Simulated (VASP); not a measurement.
Runs of VASP 6.6.1 on CO2. The structure is that of space group Pbca (No. 61), or close to it. The cells are those of the table. 

```csv
cell,gap on the mesh (eV),pressure (GPa),largest force (eV/Å)
"a = 5.819, b = 5.819, c = 6.565 Å, 12 atoms",(d),0.4,(c)
"a = 5.976, b = 5.976, c = 6.424 Å, 12 atoms",6.46,-1.9,0.75
"a = 5.913, b = 5.913, c = 6.357 Å, 12 atoms",6.56,0.9,0.49
"a = 5.535, b = 5.535, c = 6.096 Å, 12 atoms",7.13,23.2,9.05
"a = 6.164, b = 6.164, c = 6.788 Å, 12 atoms",6.09,-9.8,(a)
"a = 6.188, b = 6.188, c = 5.619 Å, 12 atoms",6.64,3.9,1.76
"a = 6.037, b = 6.037, c = 6.490 Å, 12 atoms",6.37,-4.3,1.87
"a = 5.903, b = 5.903, c = 5.360 Å, 12 atoms",7.13,23.2,9.06
"a = 6.438, b = 6.438, c = 5.707 Å, 12 atoms",6.32,-4.7,2.08
"a = 6.626, b = 6.626, c = 5.873 Å, 12 atoms",6.06,-10.0,4.76
"a = 6.271, b = 6.271, c = 5.833 Å, 12 atoms",6.46,-1.9,0.75
"a = 6.114, b = 6.114, c = 6.898 Å, 12 atoms",6.07,-10.0,(b)
```

Alike in all rows: task single point; level PBE; potentials or basis VASP PAW PBE potentials, release 64 (C, O); no spin polarisation; k mesh 4 × 4 × 4; cutoff (eV) 520; smearing gaussian 0.05 eV.

**Question.** Estimate the missing entries.

**Answer.** (a) 4.67; (b) 4.77; (c) 0.23; (d) 6.51.

Caveats: forces of over 1 eV/Å act on the atoms, so gaps and moduli don't describe the material at rest (some runs).

A k mesh can miss the band edges.
